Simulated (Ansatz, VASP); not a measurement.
# One calculation of Cu, two programs

INCAR

```
SYSTEM = Cu
ALGO = Fast
EDIFF = 1E-7
ENCUT = 520
ISIF = 2
ISMEAR = -1
LASPH = .TRUE.
LCHARG = .FALSE.
LREAL = .FALSE.
LWAVE = .FALSE.
NBANDS = 18
NELM = 80
PREC = Accurate
SIGMA = 0.05
```

KPOINTS

```
k-points
0
G
  11 11 11
  0 0 0
```

POSCAR

```
Cu
1.0
    1.2265332211     -4.0027124071      0.0000000000
    1.2265332211      4.0027124071      0.0000000000
    0.0000000000      0.0000000000      2.4918900114
Cu
2
Direct
    0.8661333500      0.1338666500      0.7500000000
    0.1338666500      0.8661333500      0.2500000000
```

The input input.yaml:

```yaml
crystal:
  lattice:
    - [1.2265332211, -4.0027124071, 0.0]
    - [1.2265332211, 4.0027124071, 0.0]
    - [0.0, 0.0, 2.4918900114]
  atoms:
    - { symbol: Cu, position: [0.86613335, 0.13386665, 0.75] }
    - { symbol: Cu, position: [0.13386665, 0.86613335, 0.25] }
kpoints:
  mp_grid: { grid: [11, 11, 11] }
scf:
  occupations: { method: fermi_dirac, width: 0.05 }
hamiltonian:
  xc: lda
  pseudopotentials: { kind: all_electron, lapw: { basis_error: 0.001 } }
output:
  forces: true
  stress: true
  eigenvalues: true
```

Change from the starting cell: volume scaled by 1.02.

Alike in both runs: task single point; functional LDA; k mesh 11 × 11 × 11; occupations fermi-dirac, width 0.05 eV; no spin polarisation.

```csv
,VASP,Ansatz
version,VASP 6.6.1,Ansatz 0.2.0
potentials or method,"VASP PAW LDA potentials, release 64 (Cu), cutoff 520 eV","all-electron LAPW, scalar-relativistic"
```

|  | VASP | Ansatz | Ansatz less VASP |
| --- | --- | --- | --- |
| gap on the k mesh at the Fermi level (eV) | none | none | - |
| pressure (GPa) | -9.5 | -10.1 | -0.63 |
| traceless stress, the component that is largest in VASP (GPa) | -0.86 | -0.93 | -0.070 |
| rms of the force components (eV/Å) | 0.035 | 0.038 | +0.0031 |

LDA's correlation is that of Perdew and Zunger in VASP and of Perdew and Wang (1992) in Ansatz. Atom by atom the forces differ by 0.003 eV/Å (rms over components). A gap of «none» marks a metal or a gap that the smearing closes. Ansatz ran all-electron here, and VASP with PAW potentials.
